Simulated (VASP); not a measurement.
# RbCl2 (P4/mmm) in VASP: further runs

RbCl2 is run at these levels: PBE; tasks: single point, relaxation of cell and atoms.

Everything below comes from runs of VASP 6.6.1. Logs are shortened: lines on timing, memory, paths and dates and some standing lists are left out, and cuts for length are marked.

## Step 1: The cell of the first run

The structure is tetragonal, space group P4/mmm (No. 123). The conventional cell has a = 4.447 Å, b = 4.447 Å, c = 5.349 Å, α = 90.00°, β = 90.00°, γ = 90.00°. Rb (site symmetry 4/mmm) has 8 Cl at 3.42 Å and 4 Rb at 4.45 Å within 4.5 Å. Within 3.5 Å of Cl (site symmetry 4mm) lie 2 Cl at 2.65 to 2.70 Å and 4 Rb at 3.42 Å.

The cell was generated, and may not be a known phase.

## Step 2: Single point, PBE

The input, INCAR:

```
ALGO = Normal
EDIFF = 1E-6
ENCUT = 520
GGA = PE
ISIF = 2
ISMEAR = 0
LASPH = T
LCHARG = F
LREAL = F
LWAVE = F
NBANDS = 18
NELM = 60
PREC = Accurate
SIGMA = 0.1
```

The input, KPOINTS:

```
k-points
0
Gamma
  10 10 10
```

The input, POSCAR:

```
RbCl2
1.0
    4.4469328259      0.0000000000      0.0000000000
    0.0000000000      4.4469328259      0.0000000000
    0.0000000000      0.0000000000      5.3491450469
Rb Cl
1 2
Direct
    0.0000000000      0.0000000000      0.0000000000
    0.5000000000      0.5000000000      0.2522247231
    0.5000000000      0.5000000000      0.7477752769
```

Potentials or basis: VASP PAW PBE potentials, release 64 (Rb_sv, Cl).

The run is started by

```console
> cat potpaw_PBE.64/Rb_sv/POTCAR potpaw_PBE.64/Cl/POTCAR > POTCAR
> mpirun -np 1 vasp_std > vasp.out
```

OUTCAR:

```text
EDIFF = 1E-6
   ENCUT = 520
   GGA = PE
   ISIF = 2
   ISMEAR = 0
   LASPH = T
   LREAL = F
   NELM = 60
   PREC = Accurate

 ion  position               nearest neighbor table
   1  0.000  0.000  0.000-   2 3.42   3 3.42   2 3.42   3 3.42   2 3.42   3 3.42   2 3.42   3 3.42

   2  0.500  0.500  0.252-   3 2.65   1 3.42   1 3.42   1 3.42   1 3.42
   3  0.500  0.500  0.748-   2 2.65   1 3.42   1 3.42   1 3.42   1 3.42

  LATTYP: Found a simple tetragonal cell.
 ALAT       =     4.4469328259
 C/A-ratio  =     1.2028841578

  Lattice vectors:

 A1 = (   4.4469328259,   0.0000000000,   0.0000000000)
 A2 = (   0.0000000000,   4.4469328259,   0.0000000000)
 A3 = (   0.0000000000,   0.0000000000,   5.3491450469)

Analysis of symmetry for initial positions (statically):
=====================================================================
 Subroutine PRICEL returns:
 Original cell was already a primitive cell.

 Routine SETGRP: Setting up the symmetry group for a
 simple tetragonal supercell.

 Subroutine GETGRP returns: Found 16 space group operations
 (whereof 16 operations were pure point group operations)
 out of a pool of 16 trial point group operations.

The static configuration has the point symmetry D_4h.

Analysis of symmetry for dynamics (positions and initial velocities):
=====================================================================
 Subroutine PRICEL returns:
 Original cell was already a primitive cell.

 Routine SETGRP: Setting up the symmetry group for a
 simple tetragonal supercell.

 Subroutine GETGRP returns: Found 16 space group operations
 (whereof 16 operations were pure point group operations)
 out of a pool of 16 trial point group operations.

The dynamic configuration has the point symmetry D_4h.

 Subroutine INISYM returns: Found 16 space group operations
 (whereof 16 operations are pure point group operations),
 and found     1 'primitive' translations

----------------------------------------------------------------------------------------

                                     Primitive cell

  volume of cell :     105.7805

  direct lattice vectors                    reciprocal lattice vectors
     4.446932826  0.000000000  0.000000000     0.224874096  0.000000000  0.000000000
     0.000000000  4.446932826  0.000000000     0.000000000  0.224874096  0.000000000
     0.000000000  0.000000000  5.349145047     0.000000000  0.000000000  0.186945763

  length of vectors
     4.446932826  4.446932826  5.349145047     0.224874096  0.224874096  0.186945763

  position of ions in fractional coordinates (direct lattice)
     0.000000000  0.000000000  0.000000000
     0.500000000  0.500000000  0.252224723
     0.500000000  0.500000000  0.747775277

  ion indices of the primitive-cell ions
   primitive index   ion index
                 1           1
                 2           2
                 3           3

----------------------------------------------------------------------------------------

 KPOINTS: k-points

Automatic generation of k-mesh.
 Grid dimensions read from file:
 generate k-points for:   10   10   10

 Generating k-lattice:

  Cartesian coordinates                     Fractional coordinates (reciprocal lattice)
     0.022487410  0.000000000  0.000000000     0.100000000  0.000000000  0.000000000
     0.000000000  0.022487410  0.000000000     0.000000000  0.100000000  0.000000000
     0.000000000  0.000000000  0.018694576     0.000000000  0.000000000  0.100000000

  Length of vectors
     0.022487410  0.022487410  0.018694576

  Shift w.r.t. Gamma in fractional coordinates (k-lattice)
     0.000000000  0.000000000  0.000000000

 Subroutine IBZKPT returns following result:
 ===========================================

 Found    126 irreducible k-points:

 Following reciprocal coordinates:
            Coordinates               Weight
  0.000000  0.000000  0.000000      1.000000
  0.100000  0.000000  0.000000      4.000000
  0.200000  0.000000  0.000000      4.000000
  0.300000  0.000000  0.000000      4.000000
  0.400000  0.000000  0.000000      4.000000
  0.500000  0.000000  0.000000      2.000000
[... 16 lines left out ...]
  0.100000  0.000000  0.100000      8.000000
  0.200000  0.000000  0.100000      8.000000
 [... further k-points ...]
   k-points           NKPTS =    126   k-points in BZ     NKDIM =    126   number of bands    NBANDS=     18
   number of dos      NEDOS =    301   number of ions     NIONS =      3
   total plane-waves  NPLWV =  51840
   dimension x,y,z NGX =    36 NGY =   36 NGZ =   40
   dimension x,y,z NGXF=    72 NGYF=   72 NGZF=   80
   ions per type =               1   2
   NGX,Y,Z   is equivalent  to a cutoff of  13.46, 13.46, 12.43 a.u.
   NGXF,Y,Z  is equivalent  to a cutoff of  26.92, 26.92, 24.86 a.u.
 SYSTEM =  unknown system
   PREC   = accura    normal or accurate (medium, high low for compatibility)
   ISTART =      0    job   : 0-new  1-cont  2-samecut
   ICHARG =      2    charge: 1-file 2-atom 10-const
   ISPIN  =      1    spin polarized calculation?
   LNONCOLLINEAR =      F non collinear calculations
   LSORBIT =      F    spin-orbit coupling
   LASPH  =      T    aspherical Exc in radial PAW
   ENCUT  =  520.0 eV  38.22 Ry    6.18 a.u.   8.27  8.27  9.95*2*pi/ulx,y,z
   NELM   =     60;   NELMIN=  2; NELMDL= -5     # of ELM steps
   EDIFF  = 0.1E-05   stopping-criterion for ELM
   LREAL  =      F    real-space projection
   EDIFFG = 0.1E-04   stopping-criterion for IOM
   NSW    =      0    number of steps for IOM
   IBRION =     -1    ionic relax: 0-MD 1-quasi-New 2-CG
   NFREE  =      0    steps in history (QN), initial steepest desc. (CG)
   ISIF   =      2    stress and relaxation
   ISYM   =      2    0-nonsym 1-usesym 2-fastsym
   POTIM  = 0.5000    time-step for ionic-motion
   TEBEG  =    0.0;   TEEND  =   0.0 temperature during run
   PSTRESS=    0.0 pullay stress
   NELECT =      23.0000    total number of electrons
   NUPDOWN=      -1.0000    fix difference up-down
   EMIN   =  10.00;   EMAX   =-10.00  energy-range for DOS
   EFERMI =   0.00;   METHOD = LEGACY
   ISMEAR =     0;   SIGMA  =   0.10  broadening in eV -4-tet -1-fermi 0-gaus
   EFERMI_NEDOS =   21; number of points for ismear=-14 and -15
   IALGO  =     38    algorithm
   IMIX   =      4    mixing-type and parameters
     AMIX     =   0.40;   BMIX     =  1.00
     AMIX_MAG =   1.60;   BMIX_MAG =  1.00
  volume/ion in A,a.u.               =      35.26       237.95
  Fermi-wavevector in a.u.,A,eV,Ry     =   0.984424  1.860292 13.185283  0.969091
  Thomas-Fermi vector in A             =   2.115656
   LORBIT       =      0    0 simple, 1 ext, 2 COOP (PROOUT), +10 PAW based schemes
   GGA     = PE    functional components
   LHFCALC =     F    Hartree Fock is set to
   AEXX    =    0.0000 exact exchange contribution
   IVDW    =     0    specifies the selected vdW correction
   LEPSILON=     F    determine dielectric tensor
   LRPA    =     F    only Hartree local field effects (RPA)
 non-spin polarized calculation
 Gauss-broadening in eV      SIGMA  =   0.10
  energy-cutoff  :      520.00
  volume of cell :      105.78
 maximum number of plane-waves:      2876
 NGX is ok and might be reduce to    36
   NGX = 17   NGY = 17   NGZ = 19

 number of electron      22.9999997 magnetization

 Free energy of the ion-electron system (eV)
  ---------------------------------------------------
  ext. energy  EPLUGINS =         0.00000000
  ---------------------------------------------------
  free energy    TOTEN  =        -8.36069859 eV

  energy without entropy =       -8.36069859  energy(sigma->0) =       -8.36069859

 E-fermi :  -0.1767     XC(G=0):  -7.1911

 val. band max:       -0.5740376281   @ k =   0.5000   0.5000   0.3000
 cond. band min:       0.2066999607   @ k =   0.0000   0.0000   0.2000
 fundamental gap:      0.7807375888
 Fermi energy:        -0.1766917688

 k-point     1 :       0.0000    0.0000    0.0000
  band No.  band energies     occupation
      1     -26.0342      2.00000
      2     -15.2541      2.00000
      3     -13.5822      2.00000
      4     -10.0975      2.00000
      5     -10.0840      2.00000
      6     -10.0840      2.00000
[... 10 lines left out ...]
     17       8.7386      0.00000
     18       9.1722      0.00000

 k-point     2 :       0.1000    0.0000    0.0000
  band No.  band energies     occupation
      1     -26.0334      2.00000
      2     -15.2555      2.00000
      3     -13.5776      2.00000
      4     -10.1025      2.00000
      5     -10.0901      2.00000
      6     -10.0800      2.00000
[... 10 lines left out ...]
     17       8.2633      0.00000
     18       9.1020      0.00000

 k-point     3 :       0.2000    0.0000    0.0000
  band No.  band energies     occupation
      1     -26.0311      2.00000
      2     -15.2590      2.00000
      3     -13.5655      2.00000
      4     -10.1158      2.00000
      5     -10.1056      2.00000
      6     -10.0695      2.00000
[... 10 lines left out ...]
     17       7.6907      0.00000
     18       8.6793      0.00000

 k-point     4 :       0.3000    0.0000    0.0000
  band No.  band energies     occupation
      1     -26.0283      2.00000
      2     -15.2635      2.00000
      3     -13.5503      2.00000
      4     -10.1325      2.00000
      5     -10.1237      2.00000
      6     -10.0564      2.00000
[... 375 lines left out ...]
      4     -10.1010      2.00000
      5     -10.0837      2.00000
      6     -10.0837      2.00000
[... 10 lines left out ...]
     17       8.6138      0.00000
     18       9.0537      0.00000

 k-point    23 :       0.1000    0.0000    0.1000
  band No.  band energies     occupation
      1     -26.0333      2.00000
      2     -15.2241      2.00000
      3     -13.6342      2.00000
      4     -10.1062      2.00000
      5     -10.0891      2.00000
      6     -10.0797      2.00000
[... 10 lines left out ...]
     17       8.1546      0.00000
     18       9.1042      0.00000

 k-point    24 :       0.2000    0.0000    0.1000
  band No.  band energies     occupation
      1     -26.0311      2.00000
      2     -15.2275      2.00000
      3     -13.6230      2.00000
      4     -10.1196      2.00000
      5     -10.1029      2.00000
      6     -10.0692      2.00000
[... 10 lines left out ...]
     17       7.7050      0.00000
     18       8.6131      0.00000

 [... further k-points ...]
[... 5 lines left out ...]
  --------------------------------------------------------------------------------------
  -------------------------------------------------------------------------------------
  Total       -0.0089764     -0.0089764     -0.0193250      0.0000000      0.0000000     -0.0000000
  in kB       -0.1359588     -0.1359588     -0.2927014      0.0000000      0.0000000     -0.0000000
  external PRESSURE =      -0.1882064 kB  Pullay stress =       0.0000000 kB

 VOLUME and BASIS-vectors are now :
 -----------------------------------------------------------------------------
  energy-cutoff  :      520.00
  volume of cell :      105.78
      direct lattice vectors                 reciprocal lattice vectors
     4.446932826  0.000000000  0.000000000     0.224874096  0.000000000  0.000000000
     0.000000000  4.446932826  0.000000000     0.000000000  0.224874096  0.000000000
     0.000000000  0.000000000  5.349145047     0.000000000  0.000000000  0.186945763

 POSITION                                       TOTAL-FORCE (eV/Angst)
 -----------------------------------------------------------------------------------
      0.00000      0.00000      0.00000         0.000000      0.000000     -0.000000
      2.22347      2.22347      1.34919         0.000000     -0.000000      0.001678
      2.22347      2.22347      3.99996         0.000000      0.000000     -0.001678
 -----------------------------------------------------------------------------------
    total drift:                                0.000000      0.000000     -0.000000

  FREE ENERGIE OF THE ION-ELECTRON SYSTEM (eV)
  ---------------------------------------------------
  free  energy   TOTEN  =        -8.3606985928 eV

  energy  without entropy=       -8.3606985913  energy(sigma->0) =       -8.36069859
```

Run time: 3.6 min. Hardware: 1 thread of Intel Xeon 8259CL, shared host; peak memory 0.36 GiB.

What came out:

- Free energy: -8.3607 eV
- Pressure: 0.0 GPa
- Band gap on the k mesh: zero (an odd number of electrons rules out a gap without spin polarisation)

Caveat: an odd number of electrons without spin polarisation forces a metal; a magnetic or distorted state may lie lower.

(Continued in part 2 of 2.)

The gap in the log of VASP goes by the Fermi energy; the results here count the filled bands.